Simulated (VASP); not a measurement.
# Si16H4CO in VASP: single point with PBEsol

Aim: the single point of Si16H4CO with PBEsol.

Everything below comes from runs of VASP 6.6.1. Logs are shortened: lines on timing, memory, paths and dates and some standing lists are left out, and cuts for length are marked.

### Step 1. The cell of the first run

The cell holds a slab with vacuum, 22 atoms: a = 7.679 Å, b = 7.679 Å, c = 17.419 Å, α = 90.00°, β = 90.00°, γ = 60.00°.

### Step 2. Single point, PBEsol

Contents of INCAR:

```
  ALGO = Normal
  EDIFF = 1E-6
  ENCUT = 1000
  GGA = PS
  GGA_COMPAT = F
  ISIF = 2
  ISMEAR = -1
  LASPH = T
  LCHARG = F
  LREAL = Auto
  LWAVE = F
  NBANDS = 56
  NELM = 120
  NELMDL = -8
  PREC = Accurate
  SIGMA = 0.02
```

Contents of KPOINTS:

```
k-points
0
Gamma
  2 2 1
```

Contents of POSCAR:

```
Si16H4CO
1.0
    7.6791800000      0.0000000000      0.0000000000
    3.8395900000      6.6503650000      0.0000000000
    0.0000000000      0.0000000000     17.4187650000
H Si C O
4 16 1 1
Direct
    0.1666667000      0.1666667000      0.0574094000
    0.6666667000      0.1666667000      0.0574094000
    0.1666667000      0.6666667000      0.0574094000
    0.6666667000      0.6666667000      0.0574094000
    0.1666667000      0.1666667000      0.1435234000
    0.6666667000      0.1666667000      0.1435234000
    0.1666667000      0.6666667000      0.1435234000
    0.6666667000      0.6666667000      0.1435234000
   -0.1667170118      0.3317299811      0.1855800602
    0.3386358696      0.3391519442      0.1932860325
   -0.1706156887      0.8357909967      0.1954990926
    0.3334161113      0.8323585564      0.1774677499
   -0.1828722300      0.3101956292      0.3180536026
    0.2523533481      0.3024318081      0.3350023279
   -0.1988409759      0.8221462746      0.3365132874
    0.3170686644      0.7786940176      0.3040528684
    0.0085931558     -0.0243955352      0.3628223663
    0.4405552848     -0.0399683720      0.3693613348
   -0.0633184537      0.4944440261      0.3899548074
    0.4660904095      0.4274047296      0.3171007073
    0.2074041684     -0.0174417997      0.4470750251
    0.2088209139     -0.0384551537      0.5141237535
```

Potentials or basis: VASP PAW PBE potentials, release 64 (H_h, Si, C_h, O_h).

The run is started by

```
cat potpaw_PBE.64/H_h/POTCAR potpaw_PBE.64/Si/POTCAR potpaw_PBE.64/C_h/POTCAR potpaw_PBE.64/O_h/POTCAR > POTCAR
mpirun -np 1 vasp_std > vasp.out
```

OUTCAR:

```text
EDIFF = 1E-6
   ENCUT = 1000
   GGA = PS
   ISIF = 2
   ISMEAR = -1
   LASPH = T
   LREAL = Auto
   NELM = 120
   NELMDL = -8
   PREC = Accurate

 ion  position               nearest neighbor table
   1  0.167  0.167  0.057-   5 1.50
   2  0.667  0.167  0.057-   6 1.50
   3  0.167  0.667  0.057-   7 1.50
   4  0.667  0.667  0.057-   8 1.50
   5  0.167  0.167  0.144-   1 1.50  12 2.30   9 2.34  10 2.45
   6  0.667  0.167  0.144-   2 1.50   9 2.32  10 2.35  11 2.38
   7  0.167  0.667  0.144-   3 1.50  12 2.29  10 2.35  11 2.42
   8  0.667  0.667  0.144-   4 1.50  12 2.29   9 2.34  11 2.39
   9  0.833  0.332  0.186-  13 2.32   6 2.32   5 2.34   8 2.34
  10  0.339  0.339  0.193-   7 2.35   6 2.35   5 2.45  20 2.59  14 2.61
  11  0.829  0.836  0.195-   6 2.38   8 2.39   7 2.42  15 2.47
  12  0.333  0.832  0.177-  16 2.26   7 2.29   8 2.29   5 2.30
  13  0.817  0.310  0.318-   9 2.32  17 2.37  20 2.38  19 2.39
  14  0.252  0.302  0.335-  20 2.30  19 2.32  18 2.36  10 2.61
  15  0.801  0.822  0.337-  19 2.38  17 2.45  11 2.47  18 2.49
  16  0.317  0.779  0.304-  12 2.26  17 2.32  18 2.34  20 2.36
  17  0.009  0.976  0.363-  21 2.14  16 2.32  13 2.37  15 2.45
  18  0.441  0.960  0.369-  21 2.18  16 2.34  14 2.36  15 2.49
  19  0.937  0.494  0.390-  14 2.32  15 2.38  13 2.39
  20  0.466  0.427  0.317-  14 2.30  16 2.36  13 2.38  10 2.59
  21  0.207  0.983  0.447-  22 1.18  17 2.14  18 2.18
  22  0.209  0.962  0.514-  21 1.18

  LATTYP: Found a hexagonal cell.
 ALAT       =     7.6791800344
 C/A-ratio  =     2.2683105386

  Lattice vectors:

 A1 = (  -3.8395900000,  -6.6503650000,   0.0000000000)
 A2 = (   7.6791800000,   0.0000000000,   0.0000000000)
 A3 = (   0.0000000000,   0.0000000000,  17.4187650000)

Analysis of symmetry for initial positions (statically):
=====================================================================
 Subroutine PRICEL returns:
 Original cell was already a primitive cell.

 Routine SETGRP: Setting up the symmetry group for a
 hexagonal supercell.

 Subroutine GETGRP returns: Found  1 space group operations
 (whereof  1 operations were pure point group operations)
 out of a pool of 24 trial point group operations.

The static configuration has the point symmetry C_1 .

Analysis of symmetry for dynamics (positions and initial velocities):
=====================================================================
 Subroutine PRICEL returns:
 Original cell was already a primitive cell.

 Routine SETGRP: Setting up the symmetry group for a
 hexagonal supercell.

 Subroutine GETGRP returns: Found  1 space group operations
 (whereof  1 operations were pure point group operations)
 out of a pool of 24 trial point group operations.

The dynamic configuration has the point symmetry C_1 .

 Subroutine INISYM returns: Found  1 space group operations
 (whereof  1 operations are pure point group operations),
 and found     1 'primitive' translations

----------------------------------------------------------------------------------------

                                     Primitive cell

  volume of cell :     889.5650

  direct lattice vectors                    reciprocal lattice vectors
     7.679180000  0.000000000  0.000000000     0.130222237 -0.075183843  0.000000000
     3.839590000  6.650365000  0.000000000     0.000000000  0.150367687  0.000000000
     0.000000000  0.000000000 17.418765000     0.000000000  0.000000000  0.057409351

  length of vectors
     7.679180000  7.679180034 17.418765000     0.150367687  0.150367687  0.057409351

  position of ions in fractional coordinates (direct lattice)
     0.166666700  0.166666700  0.057409400
     0.666666700  0.166666700  0.057409400
     0.166666700  0.666666700  0.057409400
     0.666666700  0.666666700  0.057409400
     0.166666700  0.166666700  0.143523400
     0.666666700  0.166666700  0.143523400
[... 14 lines left out ...]
     0.207404168  0.982558200  0.447075025
     0.208820914  0.961544846  0.514123754

  ion indices of the primitive-cell ions
   primitive index   ion index
                 1           1
                 2           2
                 3           3
                 4           4
                 5           5
                 6           6
[... 14 lines left out ...]
                21          21
                22          22

----------------------------------------------------------------------------------------

 KPOINTS: k-points

Automatic generation of k-mesh.
 Grid dimensions read from file:
 generate k-points for:    2    2    1

 Generating k-lattice:

  Cartesian coordinates                     Fractional coordinates (reciprocal lattice)
     0.065111119 -0.037591922  0.000000000     0.500000000 -0.000000000  0.000000000
     0.000000000  0.075183843  0.000000000     0.000000000  0.500000000  0.000000000
     0.000000000  0.000000000  0.057409351     0.000000000  0.000000000  1.000000000

  Length of vectors
     0.075183844  0.075183843  0.057409351

  Shift w.r.t. Gamma in fractional coordinates (k-lattice)
     0.000000000  0.000000000  0.000000000

 Subroutine IBZKPT returns following result:
 ===========================================

 Found      4 irreducible k-points:

 Following reciprocal coordinates:
            Coordinates               Weight
  0.000000  0.000000  0.000000      1.000000
  0.500000 -0.000000  0.000000      1.000000
  0.500000  0.500000  0.000000      1.000000
  0.000000  0.500000  0.000000      1.000000
   k-points           NKPTS =      4   k-points in BZ     NKDIM =      4   number of bands    NBANDS=     56
   number of dos      NEDOS =    301   number of ions     NIONS =     22
   total plane-waves  NPLWV = ******
   dimension x,y,z NGX =    80 NGY =   80 NGZ =  180
   dimension x,y,z NGXF=   160 NGYF=  160 NGZF=  360
   ions per type =               4  16   1   1
   NGX,Y,Z   is equivalent  to a cutoff of  17.32, 17.32, 17.18 a.u.
   NGXF,Y,Z  is equivalent  to a cutoff of  34.64, 34.64, 34.36 a.u.
 SYSTEM =  unknown system
   PREC   = accura    normal or accurate (medium, high low for compatibility)
   ISTART =      0    job   : 0-new  1-cont  2-samecut
   ICHARG =      2    charge: 1-file 2-atom 10-const
   ISPIN  =      1    spin polarized calculation?
   LNONCOLLINEAR =      F non collinear calculations
   LSORBIT =      F    spin-orbit coupling
   LASPH  =      T    aspherical Exc in radial PAW
   ENCUT  = 1000.0 eV  73.50 Ry    8.57 a.u.  19.80 19.80 44.91*2*pi/ulx,y,z
   NELM   =    120;   NELMIN=  2; NELMDL= -8     # of ELM steps
   EDIFF  = 0.1E-05   stopping-criterion for ELM
   LREAL  =      T    real-space projection
   EDIFFG = 0.1E-04   stopping-criterion for IOM
   NSW    =      0    number of steps for IOM
   IBRION =     -1    ionic relax: 0-MD 1-quasi-New 2-CG
   NFREE  =      0    steps in history (QN), initial steepest desc. (CG)
   ISIF   =      2    stress and relaxation
   ISYM   =      2    0-nonsym 1-usesym 2-fastsym
   POTIM  = 0.5000    time-step for ionic-motion
   TEBEG  =    0.0;   TEEND  =   0.0 temperature during run
   PSTRESS=    0.0 pullay stress
   NELECT =      78.0000    total number of electrons
   NUPDOWN=      -1.0000    fix difference up-down
   EMIN   =  10.00;   EMAX   =-10.00  energy-range for DOS
   EFERMI =   0.00;   METHOD = LEGACY
   ISMEAR =    -1;   SIGMA  =   0.02  broadening in eV -4-tet -1-fermi 0-gaus
   EFERMI_NEDOS =   21; number of points for ismear=-14 and -15
   IALGO  =     38    algorithm
   IMIX   =      4    mixing-type and parameters
     AMIX     =   0.40;   BMIX     =  1.00
     AMIX_MAG =   1.60;   BMIX_MAG =  1.00
  volume/ion in A,a.u.               =      40.43       272.87
  Fermi-wavevector in a.u.,A,eV,Ry     =   0.727300  1.374398  7.197017  0.528966
  Thomas-Fermi vector in A             =   1.818489
   LORBIT       =      0    0 simple, 1 ext, 2 COOP (PROOUT), +10 PAW based schemes
   GGA     = PS    functional components
   LHFCALC =     F    Hartree Fock is set to
   AEXX    =    0.0000 exact exchange contribution
   IVDW    =     0    specifies the selected vdW correction
   LEPSILON=     F    determine dielectric tensor
   LRPA    =     F    only Hartree local field effects (RPA)
 non-spin polarized calculation
  energy-cutoff  :     1000.00
  volume of cell :      889.57
 maximum number of plane-waves:     63846
 NGX is ok and might be reduce to    80
   NGX = 39   NGY = 39   NGZ = 89

 number of electron      77.9999999 magnetization

 Free energy of the ion-electron system (eV)
  ---------------------------------------------------
  ext. energy  EPLUGINS =         0.00000000
  ---------------------------------------------------
  free energy    TOTEN  =      -114.83463489 eV

  energy without entropy =     -114.83463489  energy(sigma->0) =     -114.83463489

 E-fermi :  -0.6487     XC(G=0):  -4.5937

 val. band max:       -1.0646376546   @ k =   0.0000   0.0000   0.0000
 cond. band min:      -0.2364638665   @ k =   0.5000   0.5000   0.0000
 fundamental gap:      0.8281737881
 Fermi energy:        -0.6487014271

 k-point     1 :       0.0000    0.0000    0.0000
  band No.  band energies     occupation
      1     -23.5306      2.00000
      2     -12.5847      2.00000
      3     -11.5846      2.00000
      4     -10.6129      2.00000
      5     -10.2735      2.00000
      6      -9.9189      2.00000
[... 43 lines left out ...]
     50       1.5835      0.00000
     51       1.8298      0.00000

 k-point     2 :       0.5000   -0.0000    0.0000
  band No.  band energies     occupation
      1     -23.5306      2.00000
      2     -12.1672      2.00000
      3     -11.6396      2.00000
      4     -11.1786      2.00000
      5     -10.5507      2.00000
      6     -10.2551      2.00000
[... 43 lines left out ...]
     50       2.3773      0.00000
     51       2.6214      0.00000

 k-point     3 :       0.5000    0.5000    0.0000
  band No.  band energies     occupation
      1     -23.5306      2.00000
      2     -12.1274      2.00000
      3     -11.6925      2.00000
      4     -11.1855      2.00000
      5     -10.4771      2.00000
      6     -10.3550      2.00000
[... 43 lines left out ...]
     50       2.4773      0.00000
     51       2.5745      0.00000

 k-point     4 :       0.0000    0.5000    0.0000
  band No.  band energies     occupation
      1     -23.5306      2.00000
      2     -12.0570      2.00000
      3     -11.8707      2.00000
      4     -11.1117      2.00000
      5     -10.4482      2.00000
      6     -10.2817      2.00000
[... 43 lines left out ...]
     50       2.5094      0.00000
     51       2.6199      0.00000
 [bands above 51 left out]

------------------------ aborting loop because EDIFF is reached ----------------------------------------

  FORCE on cell =-STRESS in cart. coord.  units (eV):
  Direction    XX          YY          ZZ          XY          YZ          ZX
  --------------------------------------------------------------------------------------
  -------------------------------------------------------------------------------------
  Total       -7.4366039      0.3385308      1.1621614     -1.7691860      0.1098442      0.1889337
  in kB      -13.3939151      0.6097210      2.0931452     -3.1864447      0.1978382      0.3402847
  external PRESSURE =      -3.5636830 kB  Pullay stress =       0.0000000 kB

 VOLUME and BASIS-vectors are now :
 -----------------------------------------------------------------------------
  energy-cutoff  :     1000.00
  volume of cell :      889.57
      direct lattice vectors                 reciprocal lattice vectors
     7.679180000  0.000000000  0.000000000     0.130222237 -0.075183843  0.000000000
     3.839590000  6.650365000  0.000000000     0.000000000  0.150367687  0.000000000
     0.000000000  0.000000000 17.418765000     0.000000000  0.000000000  0.057409351

 POSITION                                       TOTAL-FORCE (eV/Angst)
 -----------------------------------------------------------------------------------
      1.91980      1.10839      1.00000         0.195874      0.159412     -0.133650
      5.75939      1.10839      1.00000        -0.161298     -0.127640     -0.166249
      3.83959      4.43358      1.00000        -0.373400     -0.126460     -0.169635
      7.67918      4.43358      1.00000         0.189100     -0.004397     -0.140882
      1.91980      1.10839      2.50000         0.261719      0.412616      0.311196
      5.75939      1.10839      2.50000         0.073622     -0.344194      0.147862
[... 14 lines left out ...]
      5.36531      6.53437      7.78749         0.006166      0.009237     -0.123797
      5.29551      6.39462      8.95540        -0.009013     -0.013732      0.134554
 -----------------------------------------------------------------------------------
    total drift:                               -0.030478     -0.001177      0.009114

  FREE ENERGIE OF THE ION-ELECTRON SYSTEM (eV)
  ---------------------------------------------------
  free  energy   TOTEN  =      -114.8346348935 eV

  energy  without entropy=     -114.8346348929  energy(sigma->0) =     -114.83463489
```

It took 26 min on 1 thread of Intel Xeon Platinum 8124M at 3.00GHz (Skylake/Cascade Lake), shared host; peak memory 2 GiB.

Results:

```yaml
Free_energy: -114.8346 eV
Largest_force: 0.652 eV/Å
Band_gap_on_the_k_mesh: 0.83 eV (least direct gap 0.85 eV)
```

Forces in eV/Å, atoms in the order of the input:
```
H    0.196  0.159 -0.134
H   -0.161 -0.128 -0.166
H   -0.373 -0.126 -0.170
H    0.189 -0.004 -0.141
Si   0.262  0.413  0.311
Si   0.074 -0.344  0.148
Si  -0.640  0.124  0.001
Si   0.465 -0.093  0.080
Si   0.011  0.008  0.014
Si  -0.009 -0.001  0.000
Si  -0.004 -0.001 -0.004
Si   0.006  0.007 -0.004
Si  -0.007  0.002  0.003
Si  -0.009 -0.012 -0.001
Si   0.003 -0.005  0.012
Si  -0.009 -0.004  0.002
Si   0.001  0.001  0.006
Si   0.013  0.006  0.006
Si  -0.004  0.001  0.021
Si  -0.002  0.002  0.006
C    0.006  0.009 -0.124
O   -0.009 -0.014  0.135
```

Caveat: the k points lie up to 0.47 Å⁻¹ apart; there is no dipole correction, which matters where the two faces differ; the PAW data sets were made with another functional, which shifts forces and pressure a little.
